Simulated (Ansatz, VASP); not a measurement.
**PbS: VASP beside Ansatz**

```xyz
4
Lattice="2.9405 -2.9000 0.0000 2.9405 2.9000 0.0000 -1.0801 0.0000 11.7093" Properties=species:S:1:pos:R:3 pbc="T T T"
Pb    3.8716    0.0000    7.3290
Pb    0.9294    0.0000    4.3803
S     0.9302    0.0000    7.0871
S     3.8708    0.0000    4.6222
```

Alike in both runs: functional PBE; k mesh 8 × 8 × 3; occupations fermi-dirac, width 0.01 eV; no spin polarisation.

Ansatz relaxed the structure, and its values are those at the end. VASP's run is a single point on that final structure, the one shown.

|  | VASP | Ansatz |
| --- | --- | --- |
| version | VASP 6.6.1 | Ansatz 0.2.0 |
| potentials or method | VASP PAW PBE potentials, release 64 (Pb_d, S) | plane-wave PAW, scalar-relativistic |
| plane-wave cutoff (eV) | 520 | 420 |
| valence electrons in the cell | 40 | 40 |

|  | VASP | Ansatz | Ansatz less VASP |
| --- | --- | --- | --- |
| gap on the k mesh at the Fermi level (eV) | 1.54 | 1.54 | 0.000 |
| rms of the force components (eV/Å) | 0.008 | 0.007 | -0.0006 |

Ansatz's warnings: stress scf threshold loose.

Spin-orbit coupling is off throughout.
